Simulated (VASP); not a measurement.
**C: single point with LDA**

The system is C.

```
C
1.0
     0.00000    1.78337    1.78337
     1.78337    0.00000    1.78337
     1.78337    1.78337    0.00000
C
2
Cartesian
  0.0000 0.0000 0.0000
  0.8917 0.8917 0.8917
```

```json
{"Program": "VASP 6.6.1", "Task": "single point", "Functional": "LDA", "Potentials or basis": "VASP PAW LDA potentials, release 64 (C)", "Cutoff": "600 eV", "k mesh": "8 × 8 × 8", "Occupations": "gaussian, width 0.1 eV", "Spin": "no spin polarisation", "Dipole correction": "no", "Further INCAR settings": "ALGO = Normal; EDIFF = 1e-06; NBANDS = 11"}
```

```
Pressure               : -12.4 GPa
Band gap on the k mesh : 4.10 eV, indirect (least direct gap 5.54 eV)
```

Levels at points of the mesh, in eV from the valence-band top:
```
           k point  band 2  band 3  band 4  band 5  band 6  band 7
(0.00, 0.00, 0.00)    0.00    0.00    0.00    5.54    5.54    5.54
(0.50, 0.00, 0.00)  -13.36   -2.79   -2.79    8.38    8.38    9.01
(0.50, 0.50, 0.00)  -12.61   -6.29   -6.29    4.71    4.71   16.62
```

It took 6.2 s on 1 thread of Intel Xeon 8259CL, on a shared host, peak memory 0.11 GiB.

A k mesh can miss the band edges. A hybrid or GW would open this gap; LDA tends to underestimate it.
